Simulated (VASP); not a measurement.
# Zr: electric field gradients with PBEsol

The system is Zr.

```xyz
2
Lattice="3.1883 0.0000 0.0000 -1.5942 2.7612 0.0000 0.0000 0.0000 5.0774" Properties=species:S:1:pos:R:3 pbc="T T T"
Zr    0.0000    1.8408    1.2694
Zr    1.5942    0.9204    3.8081
```

This cell differs from its parent crystal: volume scaled by 0.96.

```json
{
 "Program": "VASP 6.6.1",
 "Task": "electric field gradients",
 "Functional": "PBEsol",
 "Potentials or basis": "VASP PAW PBE potentials, release 64 (Zr_sv)",
 "Cutoff": "520 eV",
 "k mesh": "13 × 13 × 7",
 "Occupations": "fermi-dirac, width 0.08 eV",
 "Spin": "no spin polarisation",
 "Dipole correction": "no",
 "Further INCAR settings": "ALGO = Normal; EDIFF = 1e-08; NBANDS = 19"
}
```

| Item | Value |
| --- | --- |
| Pressure | 0.6 GPa |
| Band gap on the k mesh | zero (band 12 reaches 10.30 eV, above the bottom of band 13 at 9.12 eV) |

Stress tensor (GPa, compression positive):
```
0.30 0.00 0.00
0.00 0.30 0.00
0.00 0.00 1.33
```

Levels at points of the mesh, in eV from the Fermi level:
| k point | band 8 | band 9 | band 10 | band 11 | band 12 | band 13 | band 14 | band 15 | band 16 | band 17 |
| --- | --- | --- | --- | --- | --- | --- | --- | --- | --- | --- |
| (0.00, 0.00, 0.00) | -26.12 | -5.73 | -3.15 | 0.87 | 0.87 | 1.04 | 1.36 | 1.61 | 1.61 | 2.22 |

Electric field gradients, principal values (V/Å²):
```tsv
atom	least	middle	greatest (by size)
1 Zr	-22.783	-22.783	45.565
2 Zr	-22.783	-22.783	45.565
```

It took 32 s on 1 thread of Intel(R) Xeon(R) Platinum 8488C (Sapphire Rapids), with other jobs on the host, peak memory 0.19 GiB.

Caveat: without QUAD_EFG the Cq values of the log hold for a quadrupole moment of 1 mb, not for the nuclei; the PAW data sets were made with another functional, which shifts forces and pressure a little.
